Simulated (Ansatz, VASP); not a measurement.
# One calculation of In, two programs

```
In
1.0
    -4.04664    4.01803    1.65640
     4.01803   -4.04664    1.65640
     2.23335    2.23335   -1.70879
In
2
Direct
  0.99918 0.00082 0.00000
  0.75082 0.24918 0.50000
```

Alike in both runs: task single point; functional revPBE; k mesh 13 × 13 × 11; occupations fermi-dirac, width 0.1 eV; no spin polarisation.

|  | VASP | Ansatz |
| --- | --- | --- |
| version | VASP 6.6.1 | Ansatz 0.2.0 |
| potentials or method | VASP PAW PBE potentials, release 64 (In_d), cutoff 520 eV | plane waves (420 eV) with PAW, scalar-relativistic |
| valence electrons in the cell | 26 | 26 |

```tsv
	VASP	Ansatz	Ansatz less VASP
pressure (GPa)	-1.1	-1.1	+0.02
traceless stress, the component that is largest in VASP (GPa)	-0.23	-0.23	-0.002
```

VASP's potentials were made for PBE, not for revPBE.
